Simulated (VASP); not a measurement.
# AlMoW3 (P4mm) in VASP: a series of runs, part 2 of 2

VASP 6.6.1. Earlier steps stand in the parts before.

## Step 3: Single point, PBE

This run uses another cell than the first one: it holds 10 atoms, not 5.

INCAR reads:

```
SYSTEM = AlMoW3
PREC = Accurate
ENCUT = 520
EDIFF = 1E-6
ISMEAR = 0
SIGMA = 0.2
LREAL = .FALSE.
LASPH = .TRUE.
NELM = 80
ALGO = Fast
ISIF = 2
LWAVE = .FALSE.
LCHARG = .FALSE.
GGA = PE
NBANDS = 70
```

KPOINTS reads:

```
regular mesh
0
G
  6 4 4
  0 0 0
```

POSCAR reads:

```
AlMoW3
1.0
    3.2694747843      0.0000000000      0.0000000000
    0.0000000000      6.5389495686      0.0000000000
    0.0000000000      0.0000000000      8.1742000661
Al Mo W
2 2 6
Direct
    0.5000000000      0.2500000000      0.3849961960
    0.5000000000      0.7500000000      0.3849961960
    0.5000000000      0.2500000000      0.7262785109
    0.5000000000      0.7500000000      0.7262785109
    0.5000000000      0.2500000000      0.0416597528
    0.5000000000      0.7500000000      0.0416597528
    0.0000000000      0.5000000000      0.2001997133
    0.0000000000      0.0000000000      0.2001997133
    0.0000000000      0.0000000000      0.5687325069
    0.0000000000      0.5000000000      0.5687325069
```

Potentials or basis: VASP PAW PBE potentials, release 64 (Al, Mo_sv, W_sv).

The run is started by

```bash
$ cat potpaw_PBE.64/Al/POTCAR potpaw_PBE.64/Mo_sv/POTCAR potpaw_PBE.64/W_sv/POTCAR > POTCAR
$ mpirun -np 1 vasp_std > vasp.out
```

OUTCAR:

```text
SYSTEM = AlMoW3
   PREC = Accurate
   ENCUT = 520
   EDIFF = 1E-6
   ISMEAR = 0
   LREAL = .FALSE.
   LASPH = .TRUE.
   NELM = 80
   ISIF = 2
   GGA = PE

 ion  position               nearest neighbor table
   1  0.500  0.250  0.385-   9 2.76  10 2.76   9 2.76  10 2.76   7 2.76   8 2.76   7 2.76   8 2.76
                             3 2.79   5 2.81   2 3.27   2 3.27
   2  0.500  0.750  0.385-   9 2.76  10 2.76   9 2.76  10 2.76   7 2.76   8 2.76   7 2.76   8 2.76
                             4 2.79   6 2.81   1 3.27   1 3.27
   3  0.500  0.250  0.726-   5 2.58   9 2.65  10 2.65   9 2.65  10 2.65   1 2.79   4 3.27   4 3.27
[... 1999 lines left out ...]
  external PRESSURE =       4.1243269 kB  Pullay stress =       0.0000000 kB

 VOLUME and BASIS-vectors are now :
 -----------------------------------------------------------------------------
  energy-cutoff  :      520.00
  volume of cell :      174.76
      direct lattice vectors                 reciprocal lattice vectors
     3.269474784  0.000000000  0.000000000     0.305859524  0.000000000  0.000000000
     0.000000000  6.538949569  0.000000000     0.000000000  0.152929762  0.000000000
     0.000000000  0.000000000  8.174200066     0.000000000  0.000000000  0.122336130

 POSITION                                       TOTAL-FORCE (eV/Angst)
 -----------------------------------------------------------------------------------
      1.63474      1.63474      3.14704         0.000000     -0.000000     -0.003499
      1.63474      4.90421      3.14704         0.000000     -0.000000     -0.003499
      1.63474      1.63474      5.93675        -0.000000      0.000000      0.095332
      1.63474      4.90421      5.93675        -0.000000     -0.000000      0.095332
      1.63474      1.63474      0.34054        -0.000000     -0.000000     -0.107626
      1.63474      4.90421      0.34054        -0.000000     -0.000000     -0.107626
      0.00000      3.26947      1.63647         0.000000     -0.000000      0.129934
      0.00000      0.00000      1.63647         0.000000     -0.000000      0.129934
      0.00000      0.00000      4.64893         0.000000     -0.000000     -0.114141
      0.00000      3.26947      4.64893         0.000000      0.000000     -0.114141
 -----------------------------------------------------------------------------------
    total drift:                                0.000000     -0.000000      0.000037

  FREE ENERGIE OF THE ION-ELECTRON SYSTEM (eV)
  ---------------------------------------------------
  free  energy   TOTEN  =      -101.5095663683 eV

  energy  without entropy=     -101.3221541028  energy(sigma->0) =     -101.41586024
```

OSZICAR:

```text
N       E                     dE             d eps       ncg     rms          rms(c)
DAV:   1     0.163986652204E+04    0.16399E+04   -0.68667E+04  5128   0.185E+03
DAV:   2     0.881442131335E+01   -0.16311E+04   -0.15985E+04  5156   0.597E+02
DAV:   3    -0.101392126998E+03   -0.11021E+03   -0.10500E+03  6148   0.146E+02
DAV:   4    -0.106061061953E+03   -0.46689E+01   -0.44793E+01  6032   0.253E+01
DAV:   5    -0.106227676724E+03   -0.16661E+00   -0.16522E+00  6376   0.436E+00    0.486E+01
RMM:   6    -0.102611645244E+03    0.36160E+01   -0.13711E+01  5881   0.128E+01    0.188E+01
RMM:   7    -0.103370996354E+03   -0.75935E+00   -0.11339E+01  6531   0.942E+00    0.911E+00
RMM:   8    -0.101572851410E+03    0.17981E+01   -0.50258E+00  6408   0.618E+00    0.242E+00
RMM:   9    -0.101570264026E+03    0.25874E-02   -0.88667E-01  7096   0.234E+00    0.151E+00
RMM:  10    -0.101507414961E+03    0.62849E-01   -0.13617E-01  6271   0.116E+00    0.523E-01
RMM:  11    -0.101510090555E+03   -0.26756E-02   -0.43560E-02  7106   0.573E-01    0.305E-01
RMM:  12    -0.101509448851E+03    0.64170E-03   -0.88188E-03  6750   0.309E-01    0.163E-01
RMM:  13    -0.101509520283E+03   -0.71431E-04   -0.22908E-03  7165   0.167E-01    0.892E-02
RMM:  14    -0.101509565816E+03   -0.45533E-04   -0.52591E-04  7077   0.860E-02    0.359E-02
RMM:  15    -0.101509565388E+03    0.42770E-06   -0.19142E-04  6996   0.484E-02    0.111E-02
RMM:  16    -0.101509565309E+03    0.78820E-07   -0.46611E-05  7053   0.246E-02    0.666E-03
RMM:  17    -0.101509565990E+03   -0.68087E-06   -0.12156E-05  5228   0.883E-03    0.181E-03
RMM:  18    -0.101509566368E+03   -0.37838E-06   -0.24133E-06  4006   0.441E-03
   1 F= -.10150957E+03 E0= -.10141586E+03  d E =-.187412E+00
```

stdout:

```text
POSCAR found type information on POSCAR AlMoW
 POSCAR found :  3 types and      10 ions
 scaLAPACK will be used
 LDA part: xc-table for (Slater+PW92), standard interpolation
 POSCAR, INCAR and KPOINTS ok, starting setup
 FFT: planning ... GRIDC
 FFT: planning ... GRID_SOFT
 FFT: planning ... GRID
 WAVECAR not read
 entering main loop
WARNING in EDDRMM: call to ZHEGV failed, returncode =   6  3     67
WARNING in EDDRMM: call to ZHEGV failed, returncode =   6  3     69
```

Wall time 19 min (1 thread of Intel Xeon 8259CL, shared host); peak memory 0.46 GiB.

What came out:

- Free energy: -101.5096 eV
- Pressure: 0.4 GPa
- Largest force: 0.130 eV/Å
- Band gap on the k mesh: zero (bands 59 and 60 overlap by 1.16 eV)

Forces in eV/Å, atoms in the order of the input:
```
Al   0.000  0.000 -0.003
Al   0.000  0.000 -0.003
Mo   0.000  0.000  0.095
Mo   0.000  0.000  0.095
W    0.000  0.000 -0.108
W    0.000  0.000 -0.108
W    0.000  0.000  0.130
W    0.000  0.000  0.130
W    0.000  0.000 -0.114
W    0.000  0.000 -0.114
```

Caveat: spin-orbit coupling is left out, which moves the levels of the heavy elements.
